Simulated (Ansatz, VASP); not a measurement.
CdSe: VASP beside Ansatz

File INCAR:

```
SYSTEM = CdSe
PREC = Accurate
ENCUT = 600
EDIFF = 1E-6
ISMEAR = 0
SIGMA = 0.1
LREAL = .False.
LASPH = .True.
NELM = 80
ALGO = Normal
ISIF = 3
LWAVE = .False.
LCHARG = .False.
GGA = PE
IBRION = 2
NSW = 80
EDIFFG = -0.025
```

The input KPOINTS:

```
regular mesh
0
Gamma
  4 2 2
  0 0 0
```

Contents of POSCAR:

```
CdSe
1.0
   -0.0089840672      4.4755715283     -0.0490087306
   -0.0589888084     -0.0813267619      7.4932892616
    8.0070968755     -0.0162750993     -0.0643962015
Cd Se
4 4
Direct
    0.7592323372      0.3902427177      0.8460142439
    0.2720528643      0.9350571275      0.6676099794
    0.7884347320      0.1321592933      0.3207615319
    0.2512836379      0.5839433797      0.1597139728
    0.3116409889      0.5748552711      0.8099530383
    0.7205562326      0.0656107554      0.6835634926
    0.1730432887      0.9167573104      0.3371459735
    0.7237559184      0.4013741450      0.1752377676
```

Input for Ansatz:

```yaml
crystal:
  lattice:
    - [-0.0089840672, 4.4755715283, -0.0490087306]
    - [-0.0589888084, -0.0813267619, 7.4932892616]
    - [8.0070968755, -0.0162750993, -0.0643962015]
  atoms:
    - { symbol: Cd, position: [0.7592323372, 0.3902427177, 0.8460142439] }
    - { symbol: Cd, position: [0.2720528643, 0.9350571275, 0.6676099794] }
    - { symbol: Cd, position: [0.788434732, 0.1321592933, 0.3207615319] }
    - { symbol: Cd, position: [0.2512836379, 0.5839433797, 0.1597139728] }
    - { symbol: Se, position: [0.3116409889, 0.5748552711, 0.8099530383] }
    - { symbol: Se, position: [0.7205562326, 0.0656107554, 0.6835634926] }
    - { symbol: Se, position: [0.1730432887, 0.9167573104, 0.3371459735] }
    - { symbol: Se, position: [0.7237559184, 0.401374145, 0.1752377676] }
basis:
  ecutwfc: 420
kpoints:
  mp_grid: { grid: [4, 2, 2] }
hamiltonian:
  xc: pbe
scf:
  occupations: { method: gaussian, width: 0.1 }
  lower_state_search: "off"
output:
  forces: true
  stress: true
  eigenvalues: true
relax:
  adjacent_minimum: "off"
  f_tol: 0.025
  max_steps: 60
  cell: { stress_tol: 0.25 }
```

Change from the starting cell: cell x1, atoms moved at random (sigma 0.15 Å) and cell strained at random (1.5 %), then relaxed without symmetry.

Alike in both runs: task relaxation of cell and atoms; functional PBE; k mesh 4 × 2 × 2; occupations gaussian, width 0.1 eV; no spin polarisation.

```csv
,VASP,Ansatz
version,VASP 6.6.1,Ansatz 0.2.0
potentials or method,"VASP PAW PBE potentials, release 64 (Cd, Se), cutoff 600 eV","scalar-relativistic, plane waves, PAW"
valence electrons in the cell,72,144
```

Ansatz gave:

```
gap on the k mesh at the Fermi level, each at its own relaxed structure (eV)  : 0.75
relaxed volume (Å³/atom)                                                      : 34.35
relaxed length of the cell vector where the two differ most in proportion (Å) : 8.166
```

What did VASP give for the same quantities?

gap on the k mesh at the Fermi level, each at its own relaxed structure (eV): 0.76; relaxed volume (Å³/atom): 34.44; relaxed length of the cell vector where the two differ most in proportion (Å): 8.104.

VASP's potentials hold 72 valence electrons a cell and Ansatz's 144, so a difference there can come from the potentials and not from the codes.
